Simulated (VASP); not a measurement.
# SrO (Fm-3m) in VASP: further runs, part 2 of 2

VASP 6.6.1. Earlier steps stand in the parts before.

## 3. Relaxation of cell and atoms, PBE+D3(BJ)

This run uses another cell than the first one, of 17.52 Å³/atom, 1.027 times its volume.

Input file INCAR:

```
SYSTEM = SrO
PREC = Accurate ; ENCUT = 600
EDIFF = 1E-7 ; ISMEAR = 0
SIGMA = 0.02 ; LREAL = .FALSE.
LASPH = .TRUE. ; NELM = 60
ALGO = Normal ; ISIF = 3
LWAVE = .FALSE. ; LCHARG = .FALSE.
GGA = PE ; IVDW = 12
IBRION = 2 ; NSW = 70
EDIFFG = -0.005
```

Input file KPOINTS:

```
Automatic mesh
0
G
  8 8 8
  0 0 0
```

Input file POSCAR:

```
SrO
1.0
    0.0000000000      2.5973730518      2.5973730518
    2.5973730518      0.0000000000      2.5973730518
    2.5973730518      2.5973730518      0.0000000000
Sr O
1 1
Direct
    0.5000000000      0.5000000000      0.5000000000
    0.0000000000      0.0000000000      0.0000000000
```

Potentials or basis: VASP PAW PBE potentials, release 64 (Sr_sv, O).

Launch:

```console
> cat potpaw_PBE.64/Sr_sv/POTCAR potpaw_PBE.64/O/POTCAR > POTCAR
> mpirun -np 1 vasp_std > vasp.out
```

OUTCAR:

```text
SYSTEM = SrO
   PREC = Accurate
   ENCUT = 600
   EDIFF = 1E-7
   ISMEAR = 0
   LREAL = .FALSE.
   LASPH = .TRUE.
   NELM = 60
   ISIF = 3
   GGA = PE
   IVDW = 12
   IBRION = 2
   NSW = 70
   EDIFFG = -0.005
 IVDW          = 12

 ion  position               nearest neighbor table
   1  0.500  0.500  0.500-   2 2.60   2 2.60   2 2.60   2 2.60   2 2.60   2 2.60
   2  0.000  0.000  0.000-   1 2.60   1 2.60   1 2.60   1 2.60   1 2.60   1 2.60

  LATTYP: Found a face centered cubic cell.
 ALAT       =     5.1947461036

  Lattice vectors:

 A1 = (   0.0000000000,   2.5973730518,   2.5973730518)
 A2 = (   2.5973730518,   0.0000000000,   2.5973730518)
 A3 = (   2.5973730518,   2.5973730518,   0.0000000000)

Analysis of symmetry for initial positions (statically):
=====================================================================
 Subroutine PRICEL returns:
 Original cell was already a primitive cell.

 Routine SETGRP: Setting up the symmetry group for a
 face centered cubic supercell.

 Subroutine GETGRP returns: Found 48 space group operations
 (whereof 48 operations were pure point group operations)
 out of a pool of 48 trial point group operations.

The static configuration has the point symmetry O_h .

Analysis of symmetry for dynamics (positions and initial velocities):
=====================================================================
 Subroutine PRICEL returns:
 Original cell was already a primitive cell.

 Routine SETGRP: Setting up the symmetry group for a
 face centered cubic supercell.

 Subroutine GETGRP returns: Found 48 space group operations
 (whereof 48 operations were pure point group operations)
 out of a pool of 48 trial point group operations.

The dynamic configuration has the point symmetry O_h .

 Subroutine INISYM returns: Found 48 space group operations
 (whereof 48 operations are pure point group operations),
 and found     1 'primitive' translations

----------------------------------------------------------------------------------------

                                     Primitive cell

  volume of cell :      35.0456

  direct lattice vectors                    reciprocal lattice vectors
     0.000000000  2.597373052  2.597373052    -0.192502190  0.192502190  0.192502190
     2.597373052  0.000000000  2.597373052     0.192502190 -0.192502190  0.192502190
     2.597373052  2.597373052  0.000000000     0.192502190  0.192502190 -0.192502190

  length of vectors
     3.673240196  3.673240196  3.673240196     0.333423573  0.333423573  0.333423573

  position of ions in fractional coordinates (direct lattice)
     0.500000000  0.500000000  0.500000000
     0.000000000  0.000000000  0.000000000

  ion indices of the primitive-cell ions
   primitive index   ion index
                 1           1
                 2           2

----------------------------------------------------------------------------------------

 KPOINTS: Automatic mesh

Automatic generation of k-mesh.
 Grid dimensions read from file:
 generate k-points for:    8    8    8

 Generating k-lattice:

  Cartesian coordinates                     Fractional coordinates (reciprocal lattice)
    -0.024062774  0.024062774  0.024062774     0.125000000  0.000000000  0.000000000
     0.024062774 -0.024062774  0.024062774     0.000000000  0.125000000  0.000000000
     0.024062774  0.024062774 -0.024062774     0.000000000  0.000000000  0.125000000

  Length of vectors
     0.041677947  0.041677947  0.041677947

  Shift w.r.t. Gamma in fractional coordinates (k-lattice)
     0.000000000  0.000000000  0.000000000

 Subroutine IBZKPT returns following result:
 ===========================================

 Found     29 irreducible k-points:

 Following reciprocal coordinates:
            Coordinates               Weight
  0.000000  0.000000  0.000000      1.000000
  0.125000  0.000000  0.000000      8.000000
  0.250000  0.000000  0.000000      8.000000
  0.375000  0.000000  0.000000      8.000000
  0.500000  0.000000  0.000000      4.000000
  0.125000  0.125000  0.000000      6.000000
[... 16 lines left out ...]
  0.500000  0.250000  0.125000     48.000000
 -0.375000  0.250000  0.125000     24.000000
 [... further k-points ...]
   k-points           NKPTS =     29   k-points in BZ     NKDIM =     29   number of bands    NBANDS=     12
   number of dos      NEDOS =    301   number of ions     NIONS =      2
   total plane-waves  NPLWV =  27000
   dimension x,y,z NGX =    30 NGY =   30 NGZ =   30
   dimension x,y,z NGXF=    60 NGYF=   60 NGZF=   60
   ions per type =               1   1
   NGX,Y,Z   is equivalent  to a cutoff of  13.58, 13.58, 13.58 a.u.
   NGXF,Y,Z  is equivalent  to a cutoff of  27.16, 27.16, 27.16 a.u.
 SYSTEM =  SrO
   PREC   = accura    normal or accurate (medium, high low for compatibility)
   ISTART =      0    job   : 0-new  1-cont  2-samecut
   ICHARG =      2    charge: 1-file 2-atom 10-const
   ISPIN  =      1    spin polarized calculation?
   LNONCOLLINEAR =      F non collinear calculations
   LSORBIT =      F    spin-orbit coupling
   LASPH  =      T    aspherical Exc in radial PAW
   ENCUT  =  600.0 eV  44.10 Ry    6.64 a.u.   7.34  7.34  7.34*2*pi/ulx,y,z
   NELM   =     60;   NELMIN=  2; NELMDL= -5     # of ELM steps
   EDIFF  = 0.1E-06   stopping-criterion for ELM
   LREAL  =      F    real-space projection
   EDIFFG = -.5E-02   stopping-criterion for IOM
   NSW    =     70    number of steps for IOM
   IBRION =      2    ionic relax: 0-MD 1-quasi-New 2-CG
   NFREE  =      1    steps in history (QN), initial steepest desc. (CG)
   ISIF   =      3    stress and relaxation
   ISYM   =      2    0-nonsym 1-usesym 2-fastsym
   POTIM  = 0.5000    time-step for ionic-motion
   TEBEG  =    0.0;   TEEND  =   0.0 temperature during run
   PSTRESS=    0.0 pullay stress
   NELECT =      16.0000    total number of electrons
   NUPDOWN=      -1.0000    fix difference up-down
   EMIN   =  10.00;   EMAX   =-10.00  energy-range for DOS
   EFERMI =   0.00;   METHOD = LEGACY
   ISMEAR =     0;   SIGMA  =   0.02  broadening in eV -4-tet -1-fermi 0-gaus
   EFERMI_NEDOS =   21; number of points for ismear=-14 and -15
   IALGO  =     38    algorithm
   IMIX   =      4    mixing-type and parameters
     AMIX     =   0.40;   BMIX     =  1.00
     AMIX_MAG =   1.60;   BMIX_MAG =  1.00
  volume/ion in A,a.u.               =      17.52       118.25
  Fermi-wavevector in a.u.,A,eV,Ry     =   1.260580  2.382151 21.620509  1.589063
  Thomas-Fermi vector in A             =   2.394083
   LORBIT       =      0    0 simple, 1 ext, 2 COOP (PROOUT), +10 PAW based schemes
   GGA     = PE    functional components
   LHFCALC =     F    Hartree Fock is set to
   AEXX    =    0.0000 exact exchange contribution
   IVDW    =    12    specifies the selected vdW correction
   LEPSILON=     F    determine dielectric tensor
   LRPA    =     F    only Hartree local field effects (RPA)
 conjugate gradient relaxation of ions
 non-spin polarized calculation
 Gauss-broadening in eV      SIGMA  =   0.02
  energy-cutoff  :      600.00
  volume of cell :       35.05
 maximum number of plane-waves:      1211
 NGX is ok and might be reduce to    30
   NGX = 15   NGY = 15   NGZ = 15

--------------------------------------- Ionic step        1  -------------------------------------------

 number of electron      16.0000000 magnetization

 Free energy of the ion-electron system (eV)
  ---------------------------------------------------
  ext. energy  EPLUGINS =         0.00000000
  ---------------------------------------------------
  free energy    TOTEN  =       -12.05627714 eV

  energy without entropy =      -12.05627714  energy(sigma->0) =      -12.05627714

------------------------ aborting loop because EDIFF is reached ----------------------------------------

 Edisp (eV)   -0.47616

 E8    (eV) :    -0.2321
[... 31 lines left out ...]
--------------------------------------- Ionic step        2  -------------------------------------------

 number of electron      15.9999997 magnetization

 E-fermi :   1.8676     XC(G=0): -10.0180

 val. band max:        1.6537986386   @ k =   0.0000   0.0000   0.0000
 cond. band min:       4.9212238241   @ k =   0.5000   0.5000   0.0000
 fundamental gap:      3.2674251855
 Fermi energy:         1.8675660791

 k-point     1 :       0.0000    0.0000    0.0000
  band No.  band energies     occupation
      1     -30.7401      2.00000
      2     -13.4338      2.00000
      3     -12.3798      2.00000
      4     -12.3798      2.00000
      5     -12.3798      2.00000
      6       1.6538      2.00000
      7       1.6538      2.00000
      8       1.6538      2.00000
      9       5.6262      0.00000
     10       7.8620      0.00000
     11       7.8620      0.00000
     12       7.8620      0.00000
[... 384 lines left out ...]
--------------------------------------- Ionic step        3  -------------------------------------------

 number of electron      15.9999998 magnetization

 Free energy of the ion-electron system (eV)
  ---------------------------------------------------
  ext. energy  EPLUGINS =         0.00000000
  ---------------------------------------------------
  free energy    TOTEN  =       -12.04994060 eV

  energy without entropy =      -12.04994060  energy(sigma->0) =      -12.04994060

 E-fermi :   1.7985     XC(G=0):  -9.9820

 val. band max:        1.6181250575   @ k =   0.0000   0.0000   0.0000
 cond. band min:       4.8896364012   @ k =   0.5000   0.5000   0.0000
 fundamental gap:      3.2715113437
 Fermi energy:         1.7984583439

 k-point     1 :       0.0000    0.0000    0.0000
  band No.  band energies     occupation
      1     -30.8028      2.00000
      2     -13.4599      2.00000
      3     -12.4502      2.00000
      4     -12.4502      2.00000
      5     -12.4502      2.00000
      6       1.6181      2.00000
      7       1.6181      2.00000
      8       1.6181      2.00000
      9       5.5361      0.00000
     10       7.8093      0.00000
     11       7.8093      0.00000
     12       7.8093      0.00000
[... 378 lines left out ...]
  FREE ENERGIE OF THE ION-ELECTRON SYSTEM (eV)
  ---------------------------------------------------
  free  energy   TOTEN  =       -12.5367097437 eV

  energy  without entropy=      -12.5367097437  energy(sigma->0) =      -12.53670974

 reached required accuracy - stopping structural energy minimisation
```

CONTCAR:

```text
SrO
   1.00000000000000
     0.0000000000000000    2.5790015792014613    2.5790015792014613
     2.5790015792014618    0.0000000000000000    2.5790015792014613
     2.5790015792014618    2.5790015792014613    0.0000000000000000
  Sr              O
     1     1
Direct
     0.5000000000000000    0.5000000000000000    0.5000000000000000
     0.0000000000000000    0.0000000000000000    0.0000000000000000

  0.00000000E+00  0.00000000E+00  0.00000000E+00
  0.00000000E+00  0.00000000E+00  0.00000000E+00
```

It took 28 s on 1 thread of Intel Xeon Platinum 8488C (Sapphire Rapids), shared host; peak memory 0.19 GiB.

What came out:

- Free energy: -12.5367 eV
- Relaxed volume: 17.15 Å³/atom
- Relaxed cell: a = 3.647 Å, b = 3.647 Å, c = 3.647 Å, α = 60.00°, β = 60.00°, γ = 60.00°
- Space group after relaxing (to 0.05 Å): Fm-3m (No. 225)
- Energy gained by relaxing: 2.1 meV/atom
- Ionic steps: 3
- Pressure after relaxing: 0.0 GPa
- Band gap on the k mesh: 3.27 eV, indirect (least direct gap 3.37 eV)
- Dispersion energy per atom: -0.243 eV

The path:
| step | energy change (eV) | largest force (eV/Å) | pressure (GPa) | volume (Å³) |
| --- | --- | --- | --- | --- |
| 1 | 0.0000 | 0.0000 | -1.82 | 35.05 |
| 2 | -0.0037 | 0.0000 | 0.70 | 34.05 |
| 3 | -0.0043 | 0.0000 | 0.00 | 34.31 |

Final structure:
```cif
data_structure
_symmetry_space_group_name_H-M 'P 1'
_symmetry_Int_Tables_number 1
_cell_length_a 3.6473
_cell_length_b 3.6473
_cell_length_c 3.6473
_cell_angle_alpha 60.000
_cell_angle_beta 60.000
_cell_angle_gamma 60.000
_cell_volume 34.31
loop_
_atom_site_label
_atom_site_type_symbol
_atom_site_fract_x
_atom_site_fract_y
_atom_site_fract_z
_atom_site_occupancy
Sr1 Sr 0.50000 0.50000 0.50000 1
O1 O 0.00000 0.00000 0.00000 1
```

Levels at points of the mesh, in eV from the valence-band top:
| k point | band 5 | band 6 | band 7 | band 8 | band 9 | band 10 | band 11 | band 12 |
| --- | --- | --- | --- | --- | --- | --- | --- | --- |
| (0.00, 0.00, 0.00) | -14.07 | 0.00 | 0.00 | 0.00 | 3.92 | 6.19 | 6.19 | 6.19 |
| (0.50, 0.00, 0.00) | -12.88 | -2.15 | -1.12 | -1.12 | 6.51 | 8.38 | 8.79 | 8.79 |
| (0.50, 0.50, 0.00) | -14.42 | -0.45 | -0.09 | -0.09 | 3.27 | 7.73 | 10.11 | 10.30 |

A k mesh can miss the band edges.
